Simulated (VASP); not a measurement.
Runs of VASP 6.6.1 on SrTiO3. The structure is that of space group Pm-3m (No. 221), or close to it. The cells are those of the table. 

```tsv
spin	cell	k mesh	smearing	gap on the mesh (eV)	pressure (GPa)
off	a = 3.867 Å, 5 atoms	8 × 8 × 8	gaussian 0.02 eV	(a)	(b)
collinear	a = 3.905 Å, 5 atoms	6 × 6 × 6	gaussian 0.1 eV	2.28	1.2
off	a = 3.946 Å, 5 atoms	8 × 8 × 8	gaussian 0.02 eV	2.21	-4.4
off	a = 3.827 Å, 5 atoms	8 × 8 × 8	gaussian 0.02 eV	2.41	14.5
off	a = 3.983 Å, 5 atoms	8 × 8 × 8	gaussian 0.02 eV	2.14	-8.9
off	a = 3.907 Å, 5 atoms	8 × 8 × 8	gaussian 0.02 eV	(c)	0.9
```

Alike in all rows: task single point; level r2SCAN; potentials or basis VASP PAW PBE potentials, release 64 (Sr_sv, Ti_sv, O); cutoff (eV) 520.

Task: Estimate the missing entries.

Result: (a) 2.34; (b) 7.2; (c) 2.27.

Caveats: the PAW data sets were made with another functional, which shifts forces and pressure a little; the cell stands under pressure (at least some runs); the cell stands under tension (at least some runs).

A k mesh can miss the band edges, and the runs leave out spin-orbit coupling on Sr.
